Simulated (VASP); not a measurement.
Input of a VASP 6.6.1 run:

Contents of INCAR:

```
PREC = Accurate ; ENCUT = 600
EDIFF = 1E-7 ; ISMEAR = 0
SIGMA = 0.02 ; LREAL = F
LASPH = T ; NELM = 120
ALGO = Normal ; ISIF = 3
LWAVE = F ; LCHARG = F
GGA = PE ; IBRION = 2
NSW = 100 ; EDIFFG = -0.002
PSTRESS = 500.0 ; GGA_COMPAT = F
NELMIN = 4
```

File KPOINTS:

```
regular mesh
0
Gamma
  10 10 10
```

Contents of POSCAR:

```
CaO
1.0
    0.0000000000      2.2105048660      2.2105048660
    2.2105048660      0.0000000000      2.2105048660
    2.2105048660      2.2105048660      0.0000000000
Ca O
1 1
Direct
    0.0000000000      0.0000000000      0.0000000000
    0.5000000000      0.5000000000      0.5000000000
```

Potentials or basis: VASP PAW PBE potentials, release 64 (Ca_sv, O).

Run with:

```bash
$ cat potpaw_PBE.64/Ca_sv/POTCAR potpaw_PBE.64/O/POTCAR > POTCAR
$ mpirun -np 1 vasp_std > vasp.out
```

What does it give for the band gap on the k mesh?

3.39 eV (least direct gap 3.64 eV).

Predict the relaxed cell.

a = 3.132 Å, b = 3.132 Å, c = 3.132 Å, α = 60.00°, β = 60.00°, γ = 60.00°.

Estimate the relaxed volume.

10.86 Å³/atom.

Predict the space group after relaxing (to 0.1 Å).

Fm-3m (No. 225).

Step by step:
```tsv
step	energy change (eV)	largest force (eV/Å)	pressure (GPa)	volume (Å³)
1	0.0000	0.0000	51.58	21.60
2	-0.1030	0.0000	47.04	21.94
3	-0.0363	0.0000	50.00	21.72
```

Caveat: the cell is relaxed towards a set pressure, so the run minimises the enthalpy, not the energy. Zero-point motion and thermal expansion aren't in these numbers.
